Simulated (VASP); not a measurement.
Here is a VASP 6.6.1 calculation.

The input INCAR:

```
SYSTEM = Si
PREC     = Accurate       ! precision mode
ENCUT    = 520            ! plane-wave cutoff, eV
EDIFF    = 1E-7           ! SCF threshold, eV
ISMEAR   = 0              ! smearing method
SIGMA    = 0.05           ! smearing width, eV
LREAL    = .FALSE.        ! projectors in reciprocal space
LASPH    = .TRUE.         ! aspherical terms in the spheres
NELM     = 60             ! most SCF steps
ALGO     = Normal         ! electronic algorithm
ISIF     = 2              ! what is computed and relaxed
LWAVE    = .FALSE.        ! write WAVECAR
LCHARG   = .TRUE.         ! write CHGCAR
GGA      = PE             ! functional
LELF     = .TRUE.         ! ELF
LVHAR    = .TRUE.       
NBANDS   = 16             ! bands
```

KPOINTS

```
Automatic mesh
0
G
  8 8 6
  0 0 0
```

File POSCAR:

```
Si
1.0
    0.0000000000     -2.6663917402     -2.6663917402
    0.0000000000      2.6663917402     -2.6663917402
    5.3327834804      0.0000000000      0.0000000000
Si
4
Direct
    0.5000000000      0.5000000000      0.0000000000
    0.0000000000      0.0000000000      0.5000000000
    1.0000000000      0.5000000000      0.2500000000
    0.5000000000      0.0000000000      0.7500000000
```

Potentials or basis: VASP PAW PBE potentials, release 64 (Si).

The run is started by

```console
$ cat potpaw_PBE.64/Si/POTCAR > POTCAR
$ mpirun -np 1 vasp_std > vasp.out
```

Question: Predict the pressure.

Answer: 7.9 GPa.

Question: Estimate the band gap on the k mesh.

Answer: 0.47 eV.

Caveat: the cell differs from its parent crystal (the cell strained); the cell stands under pressure. A k mesh can miss the band edges.
